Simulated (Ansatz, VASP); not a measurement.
One calculation of Ag, two programs

```
Ag
1.0
     2.71467    0.00000    0.00000
     0.00000    2.71467    0.00000
     0.00000    0.00000    2.71467
Ag
1
Direct
  0.00000 0.00000 0.00000
```

Alike in both runs: functional r2SCAN; k mesh 20 × 20 × 20; occupations gaussian, width 0.1 eV; no spin polarisation.

Ansatz relaxed the structure, and its values are those at the end. VASP's run is a single point on that final structure, the one shown.

|  | VASP | Ansatz |
| --- | --- | --- |
| version | VASP 6.6.1 | Ansatz 0.2.0 |
| potentials or method | VASP PAW PBE potentials, release 64 (Ag), cutoff 520 eV | scalar-relativistic, plane waves, PAW |
| valence electrons in the cell | 11 | 19 |

```csv
,VASP,Ansatz,Ansatz less VASP
gap on the k mesh at the Fermi level (eV),none,none,-
pressure (GPa),0.2,0.0,-0.16
```

VASP's potentials were made for PBE, not for r2SCAN. A gap of «none» marks a metal or a gap that the smearing closes. VASP's potentials hold 11 valence electrons a cell and Ansatz's 19, so a difference there can come from the potentials and not from the codes.
